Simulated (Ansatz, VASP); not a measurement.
## Two plane-wave programs on AlN

```xyz
4
Lattice="3.3143 0.0000 0.0000 -1.6571 2.8703 0.0000 0.0000 0.0000 4.1869" Properties=species:S:1:pos:R:3 pbc="T T T"
Al    0.0000    1.9135    3.1402
Al    1.6571    0.9568    1.0467
N     0.0000    1.9135    1.0467
N     1.6571    0.9568    3.1402
```

Alike in both runs: functional PBE; k mesh 12 × 12 × 6; occupations gaussian, width 0.02 eV; no spin polarisation.

Ansatz relaxed the structure, and its values are those at the end. VASP's run is a single point on that final structure, the one shown.

```csv
,VASP,Ansatz
version,VASP 6.6.1,Ansatz 0.2.0
potentials or method,"VASP PAW PBE potentials, release 64 (Al, N), cutoff 520 eV","scalar-relativistic, plane waves, PAW"
valence electrons in the cell,16,16
```

|  | VASP | Ansatz | Ansatz less VASP |
| --- | --- | --- | --- |
| gap on the k mesh at the Fermi level (eV) | 3.26 | 3.25 | -0.010 |
| least direct gap on the mesh (eV) | 3.26 | 3.25 | -0.010 |
| pressure (GPa) | -0.2 | 0.0 | +0.25 |

With one functional, cell and mesh, what is left measures potentials, basis and numerics.
